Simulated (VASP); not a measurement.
LiH: single point with LDA

LiH:

```
Li H
1.0
     0.00000    2.00355    2.00355
     2.00355    0.00000    2.00355
     2.00355    2.00355    0.00000
Li H
1 1
Direct
  0.00000 0.00000 0.00000
  0.50000 0.50000 0.50000
```

```json
{"Program": "VASP 6.6.1", "Task": "single point", "Functional": "LDA", "Potentials or basis": "VASP PAW LDA potentials, release 64 (Li_sv, H)", "Cutoff": "520 eV", "k mesh": "10 × 10 × 10", "Occupations": "gaussian, width 0.01 eV", "Spin": "no spin polarisation"}
```

The band gap on the k mesh is 2.61 eV, direct.

Levels at points of the mesh, in eV from the valence-band top:
| k point | band 1 | band 2 | band 3 | band 4 | band 5 |
| --- | --- | --- | --- | --- | --- |
| (0.00, 0.00, 0.00) | -43.47 | -5.56 | 16.14 | 17.41 | 17.41 |
| (0.50, 0.00, 0.00) | -43.41 | -2.77 | 4.64 | 13.53 | 15.98 |
| (0.50, 0.50, 0.00) | -43.40 | 0.00 | 2.61 | 10.40 | 10.40 |

Wall time 4.1 s on 1 thread of Intel Xeon 6975P-C, on a shared host, peak memory 0.12 GiB.

 A k mesh can miss the band edges.
